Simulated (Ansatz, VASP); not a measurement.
# Two plane-wave programs on In

File INCAR:

```
PREC = Accurate
ENCUT = 520
EDIFF = 1E-6
ISMEAR = -1
SIGMA = 0.1
LREAL = False
LASPH = True
NELM = 60
ALGO = Normal
ISIF = 2
LWAVE = False
LCHARG = False
GGA = PE
NBANDS = 12
```

Contents of KPOINTS:

```
regular mesh
0
Gamma
  4 4 5
```

POSCAR

```
In
1.0
   -1.6482197047      1.6973406184      2.5249789927
    1.6973406184     -1.6482197047      2.5249789927
    1.6043570008      1.6043570008     -2.4927016059
In
1
Direct
    0.0000000000      0.0000000000      0.0000000000
```

Input for Ansatz:

```yaml
crystal:
  lattice:
    - [-1.6482197047, 1.6973406184, 2.5249789927]
    - [1.6973406184, -1.6482197047, 2.5249789927]
    - [1.6043570008, 1.6043570008, -2.4927016059]
  atoms:
    - { symbol: In, position: [0.0, 0.0, 0.0] }
hamiltonian:
  xc: pbe
  pseudopotentials:
    kind: paw
    azcp:
      In: "pseudopotentials/In.paw.azcp"
basis:
  ecutwfc: 420
  fft_grid_basis: typed
kpoints:
  mp_grid: { grid: [4, 4, 5], shift: [0, 0, 0] }
magnetization:
  spin_polarized: false
scf:
  occupations: { method: fermi_dirac, width: 0.1 }
  lower_state_search: "off"
output:
  stress: true
```

Alike in both runs: task single point; functional PBE; k mesh 4 × 4 × 5; occupations fermi-dirac, width 0.1 eV; no spin polarisation.

|  | VASP | Ansatz |
| --- | --- | --- |
| version | VASP 6.6.1 | Ansatz 0.2.0 |
| potentials or method | VASP PAW PBE potentials, release 64 (In_d), cutoff 520 eV | plane waves (420 eV) with PAW, scalar-relativistic |
| valence electrons in the cell | 13 | 13 |

|  | VASP | Ansatz | Ansatz less VASP |
| --- | --- | --- | --- |
| pressure (GPa) | -0.2 | -0.2 | +0.04 |
| traceless stress, the component that is largest in VASP (GPa) | 1.90 | 1.90 | +0.001 |

With one functional, cell and mesh, what is left measures potentials, basis and numerics.

The k mesh is coarse, so the values compare programs but aren't converged.
